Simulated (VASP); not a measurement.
## W: single point with r2SCAN

Crystal: W.

```
CELL_PARAMETERS angstrom
-1.51744 1.51744 1.59730
1.51744 -1.51744 1.59730
1.51744 1.51744 -1.59730
ATOMIC_POSITIONS crystal
W 0.00000 0.00000 0.00000
```

This cell differs from its parent crystal: strain -0.050 along x and y, +0.000 along z.

| Property | Result |
| --- | --- |
| Program | VASP 6.6.1 |
| Task | single point |
| Functional | r2SCAN |
| Potentials or basis | VASP PAW PBE potentials, release 64 (W_sv) |
| Cutoff | 520 eV |
| k mesh | 20 × 20 × 20 |
| Occupations | gaussian, width 0.15 eV |
| Spin | no spin polarisation |

| Property | Result |
| --- | --- |
| Pressure | 31.5 GPa |
| Band gap on the k mesh | zero (bands 7 and 8 overlap by 6.84 eV) |

Stress tensor (GPa, compression positive):
```
38.41  0.00  0.00
 0.00 38.41  0.00
 0.00  0.00 17.57
```

Levels at points of the mesh, in eV from the Fermi level:
```
           k point  band 3  band 4  band 5  band 6  band 7  band 8  band 9  band 10  band 11  band 12
(0.00, 0.00, 0.00)  -38.79  -38.79  -10.59   -1.69   -1.69   -0.92    2.12     3.17    14.68    15.78
(0.50, 0.00, 0.00)  -39.32  -38.80   -7.13   -3.90    0.65    2.04    3.77     6.91    12.28    12.76
(0.50, 0.50, 0.00)  -39.41  -38.86   -7.14   -4.70    1.12    3.27    4.08     7.11    12.14    13.26
(0.50, 0.50, 0.50)  -39.93  -39.93   -6.82   -6.65    5.72    5.95    5.95     8.19     9.67     9.67
```

Run time: 2.7 min on 1 thread of Intel(R) Xeon(R) 6975P-C (Granite Rapids), on a shared host, peak memory 0.22 GiB.

Caveat: the cell differs from its parent crystal (strain -0.050 along x and y, +0.000 along z); the cell stands under pressure; the PAW data sets were made with another functional, which shifts forces and pressure a little; spin-orbit coupling is left out, which moves the levels of the heavy elements.
